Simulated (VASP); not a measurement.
Set up this calculation in VASP 6.6.1, as the native input.

```
Task                   : single point
Functional             : PBEsol
Potentials or basis    : VASP PAW PBE potentials, release 64 (Mo_sv, W_sv)
Cutoff                 : 520 eV
k mesh                 : 3 × 3 × 3
Occupations            : gaussian, width 0.1 eV
Spin                   : no spin polarisation
Dipole correction      : no
Further INCAR settings : LREAL = Auto; ALGO = Normal; EDIFF = 1e-06; NBANDS = 118
```

The structure of MoW14 (a cell with a defect) lies in POSCAR:

```
MoW14
1.0
    6.3200000000      0.0000000000      0.0000000000
    0.0000000000      6.3200000000      0.0000000000
    0.0000000000      0.0000000000      6.3200000000
Mo W
1 14
Direct
   -0.2480525316      0.2480525316     -0.2480525316
    0.5000838608      0.0002435127     -0.0002435127
   -0.0002435127      0.4999161392     -0.0002435127
   -0.0002435127      0.0002435127      0.5000838608
    0.2479012658      0.2480344937      0.2479012658
    0.5001879747      0.4998120253      0.0000077532
    0.5001879747     -0.0000077532      0.5001879747
    0.7517357595      0.2482642405      0.2483360759
    0.0000077532      0.4998120253      0.5001879747
    0.2482110759      0.7517889241      0.2482110759
    0.2483360759      0.2482642405      0.7517357595
    0.5002854430      0.4997145570      0.5002854430
    0.7519655063      0.7520987342      0.2479012658
    0.2479012658      0.7520987342      0.7519655063
    0.7517357595      0.7516639241      0.7517357595
```

One way to write it, as run:

INCAR

```
PREC = Accurate ; ENCUT = 520
EDIFF = 1E-6 ; ISMEAR = 0
SIGMA = 0.1 ; LREAL = Auto
LASPH = True ; NELM = 60
ALGO = Normal ; ISIF = 2
LWAVE = False ; LCHARG = True
GGA = PS ; LELF = True
LVHAR = True ; NBANDS = 118
```

KPOINTS

```
regular mesh
0
Gamma
  3 3 3
```

Potentials or basis: VASP PAW PBE potentials, release 64 (Mo_sv, W_sv).

Command:

```sh
$ cat potpaw_PBE.64/Mo_sv/POTCAR potpaw_PBE.64/W_sv/POTCAR > POTCAR
$ mpirun -np 1 vasp_std > vasp.out
```

It gave:

```
Pressure               : -8.2 GPa
Largest force          : 0.031 eV/Å
Band gap on the k mesh : zero (filled and empty bands touch)
```

Caveat: the PAW data sets were made with another functional, which shifts forces and pressure a little; spin-orbit coupling is left out, which moves the levels of the heavy elements.

Wall time 2.4 min on 1 thread of Intel(R) Xeon(R) 6975P-C (Granite Rapids), on a shared host, peak memory 0.39 GiB.
